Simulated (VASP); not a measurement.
Here is a VASP 6.6.1 calculation.

INCAR

```
ALGO = Normal ; EDIFF = 1E-6
ENCUT = 500 ; GGA = PE
GGA_COMPAT = F ; ISIF = 2
ISMEAR = 0 ; LASPH = T
LCHARG = F ; LMAXMIX = 6
LREAL = F ; LWAVE = F
NBANDS = 28 ; NELM = 200
PREC = Accurate ; SIGMA = 0.1
```

Contents of KPOINTS:

```
k-points
0
Gamma
  4 4 2
```

The input POSCAR:

```
PrYSe3
1.0
    4.7767915199      0.0490477415     -0.0270494320
    2.3550110029      3.9237356240     -0.4907038035
    0.0411899724      1.1322702153      7.5012480030
Pr Y Se
1 1 3
Direct
    0.1041798067      0.5704816255      0.6546523054
    0.7622315578      0.2569352746      0.1319924261
    0.4384797104     -0.0991807987      0.8934208593
    0.1060602935      0.5673415154      0.2361098446
    0.7593233917      0.2618684633      0.5178240247
```

Potentials or basis: VASP PAW PBE potentials, release 64 (Pr_3, Y_sv, Se), 4f in core.

The run is started by

```bash
$ cat potpaw_PBE.64/Pr_3/POTCAR potpaw_PBE.64/Y_sv/POTCAR potpaw_PBE.64/Se/POTCAR > POTCAR
$ mpirun -np 1 vasp_std > vasp.out
```

(1) Predict the largest force.

(2) Estimate the pressure.

(3) What does it give for the band gap on the k mesh?

## Answers

(1) 0.020 eV/Å.

(2) 0.2 GPa.

(3) 1.40 eV (least direct gap 1.52 eV).

Caveat: spin-orbit coupling is left out, which moves the levels of the heavy elements; the 4f electrons are frozen in the core, so they carry no moment and show no levels.
